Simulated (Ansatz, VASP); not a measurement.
## MgO2 in VASP and in Ansatz

```
CELL_PARAMETERS angstrom
1.56464 0.90335 3.31928
-1.56464 0.90335 3.31928
0.00000 -1.80669 3.31928
ATOMIC_POSITIONS crystal
Mg 0.00000 0.00000 0.00000
O 0.42879 0.42879 0.42879
O 0.57121 0.57121 0.57121
```

Change from the starting cell: strain -0.025 along x and y, -0.050 along z, atoms carried along.

Alike in both runs: task single point; functional r2SCAN; k mesh 12 × 12 × 12; occupations gaussian, width 0.05 eV; no spin polarisation.

|  | VASP | Ansatz |
| --- | --- | --- |
| version | VASP 6.6.1 | Ansatz 0.2.0 |
| potentials or method | VASP PAW PBE potentials, release 64 (Mg, O), cutoff 520 eV | scalar-relativistic, plane waves, PAW |
| valence electrons in the cell | 14 | 22 |

|  | VASP | Ansatz | Ansatz less VASP |
| --- | --- | --- | --- |
| gap on the k mesh at the Fermi level (eV) | 4.02 | 4.05 | +0.034 |
| least direct gap on the mesh (eV) | 4.04 | 4.07 | +0.036 |
| pressure (GPa) | 12.1 | 12.2 | +0.13 |
| traceless stress, the component that is largest in VASP (GPa) | 16.60 | 14.48 | -2.122 |
| rms of the force components (eV/Å) | 0.700 | 0.532 | -0.1676 |

VASP's potentials were made for PBE, not for r2SCAN. Atom by atom the forces differ by 0.168 eV/Å (rms over components). VASP's potentials hold 14 valence electrons a cell and Ansatz's 22, so a difference there can come from the potentials and not from the codes.
